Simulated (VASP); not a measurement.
Here is a VASP 6.6.1 calculation.

File INCAR:

```
SYSTEM = Rb
  PREC = Accurate
  ENCUT = 520
  EDIFF = 1E-6
  ISMEAR = -1
  SIGMA = 0.1
  LREAL = .False.
  LASPH = .True.
  NELM = 100
  ALGO = Normal
  ISIF = 2
  LWAVE = .False.
  LCHARG = .False.
  GGA = PE
  NBANDS = 10
```

The input KPOINTS:

```
regular mesh
0
Gamma
  10 10 10
  0 0 0
```

File POSCAR:

```
Rb
1.0
   -2.3650135804      2.3650135804      2.3650135804
    2.3650135804     -2.3650135804      2.3650135804
    2.3650135804      2.3650135804     -2.3650135804
Rb
1
Direct
    0.0000000000      0.0000000000      0.0000000000
```

Potentials or basis: VASP PAW PBE potentials, release 64 (Rb_sv).

Run with:

```sh
$ cat potpaw_PBE.64/Rb_sv/POTCAR > POTCAR
$ mpirun -np 1 vasp_std > vasp.out
```

**Question.** Predict the pressure.

**Answer.** 4.0 GPa.
